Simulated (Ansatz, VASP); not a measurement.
# Two plane-wave programs on WSe2

```
W Se
1.0
     3.29967    0.00000    0.00000
    -1.64983    2.85760    0.00000
     0.00000    0.00000   13.14863
W Se
2 4
Direct
  0.33333 0.66667 0.25000
  0.66667 0.33333 0.75000
  0.33333 0.66667 0.62334
  0.66667 0.33333 0.12334
  0.33333 0.66667 0.87666
  0.66667 0.33333 0.37666
```

Alike in both runs: task single point; functional r2SCAN; k mesh 12 × 12 × 2; no spin polarisation.

|  | VASP | Ansatz |
| --- | --- | --- |
| version | VASP 6.6.1 | Ansatz 0.2.0 |
| potentials or method | VASP PAW PBE potentials, release 64 (W_sv, Se) | plane waves, PAW |
| plane-wave cutoff (eV) | 520 | 500 |
| occupations | gaussian, width 0.01 eV | fixed |
| valence electrons in the cell | 52 | 92 |

```tsv
	VASP	Ansatz	Ansatz less VASP
gap on the k mesh at the Fermi level (eV)	1.16	1.16	+0.004
pressure (GPa)	1.7	1.3	-0.33
traceless stress, the component that is largest in VASP (GPa)	-0.06	-0.10	-0.039
rms of the force components (eV/Å)	0.004	0.018	+0.0138
```

VASP's potentials were made for PBE, not for r2SCAN. Atom by atom the forces differ by 0.021 eV/Å (rms over components). VASP's potentials hold 52 valence electrons a cell and Ansatz's 92, so a difference there can come from the potentials and not from the codes.

Neither program's run includes spin-orbit coupling.
